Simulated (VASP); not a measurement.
**MgB2: relaxation of shape and atoms at fixed volume with PBE+D3(BJ)**

Crystal: MgB2.

```
Mg B
1.0
     3.07537    0.00000    0.00000
    -1.53769    2.66335    0.00000
     0.00000    0.00000    3.46891
Mg B
1 2
Cartesian
  0.0000 0.0000 0.0000
  0.0000 1.7756 1.7345
  1.5377 0.8878 1.7345
```

This cell differs from its parent crystal: volume scaled by 1.02.

```json
{
 "Program": "VASP 6.6.1",
 "Task": "relaxation of shape and atoms at fixed volume",
 "Functional": "PBE",
 "Dispersion": "D3(BJ)",
 "Potentials or basis": "VASP PAW PBE potentials, release 64 (Mg, B)",
 "Cutoff": "600 eV",
 "k mesh": "8 × 8 × 6",
 "Occupations": "gaussian, width 0.05 eV",
 "Spin": "no spin polarisation",
 "Dipole correction": "no",
 "Further INCAR settings": "ALGO = Normal; EDIFF = 1e-06; IBRION = 2; EDIFFG = -0.01; NSW = 60; ISIF = 4"
}
```

```json
{"Energy gained by relaxing": "0.1 meV/atom", "Ionic steps": "2", "Pressure after relaxing": "-3.2 GPa", "Band gap on the k mesh": "zero (band 4 reaches 6.58 eV, above the bottom of band 5 at 3.93 eV)", "Dispersion energy per atom": "-0.289 eV"}
```

Step by step:
| step | energy change (eV) | largest force (eV/Å) | pressure (GPa) | volume (Å³) |
| --- | --- | --- | --- | --- |
| 1 | 0.0000 | 0.0000 | -3.33 | 28.41 |
| 2 | -0.0002 | 0.0000 | -3.19 | 28.41 |

Final structure:
```xyz
3
Lattice="3.0724 0.0000 0.0000 -1.5362 2.6608 0.0000 0.0000 0.0000 3.4756" Properties=species:S:1:pos:R:3 pbc="T T T"
Mg    0.0000    0.0000    3.4756
B     0.0000    1.7739    1.7378
B     1.5362    0.8869    1.7378
```

Levels at points of the mesh, in eV from the Fermi level:
```csv
k point,band 2,band 3,band 4,band 5,band 6,band 7
"(0.00, 0.00, 0.00)",-2.89,0.31,0.31,1.85,6.28,6.28
"(0.50, 0.00, 0.00)",-7.94,-2.25,0.25,3.16,3.84,5.54
"(0.00, 0.00, 0.50)",-7.51,0.72,0.72,6.62,6.62,7.95
"(0.50, 0.00, 0.50)",-6.99,-3.64,-1.94,-1.33,5.75,8.90
```

Wall time 11 s on 1 thread of Intel Xeon 6975P-C, with other jobs on the host, peak memory 0.17 GiB.

Caveat: the cell differs from its parent crystal (volume scaled by 1.02); pairwise dispersion overbinds metals, which lowers pressure and volume.
